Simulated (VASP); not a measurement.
PbSe:

```
CELL_PARAMETERS angstrom
0.00000 2.82501 2.82501
2.82501 0.00000 2.82501
2.82501 2.82501 0.00000
ATOMIC_POSITIONS crystal
Pb 0.00000 0.00000 0.00000
Se 0.50000 0.50000 0.50000
```

* Program: VASP 6.6.1
* Task: relaxation of cell and atoms
* Functional: PBE
* Potentials or basis: VASP PAW PBE potentials, release 64 (Pb_d, Se)
* Cutoff: 600 eV
* k mesh: 8 × 8 × 8
* Occupations: fermi-dirac, width 0.02 eV
* Spin: no spin polarisation

At the start: pressure 25.0 GPa; volume 22.55 Å³/atom.

Problem. Where does the relaxation end?

Solution. Over 5 steps the energy falls by 450.7 meV/atom and the volume is 30.02 Å³/atom (+33.2 %); space group Fm-3m (No. 225, to 0.05 Å).

Step by step:
```
step  energy change (eV)  largest force (eV/Å)  pressure (GPa)  volume (Å³)
   1              0.0000                0.0000           25.00        45.09
   2             -0.6481                0.0000           -5.66        72.17
   3             -0.9013                0.0000            0.10        59.95
   4             -0.9013                0.0000           -0.15        60.27
   5             -0.9014                0.0000            0.02        60.04
```

Final structure:
```
CELL_PARAMETERS angstrom
0.00000 3.10796 3.10796
3.10796 0.00000 3.10796
3.10796 3.10796 0.00000
ATOMIC_POSITIONS crystal
Pb 0.00000 0.00000 0.00000
Se 0.50000 0.50000 0.50000
```

Caveat: the volume moved by over 15 % at a fixed basis, so the end points are rough.
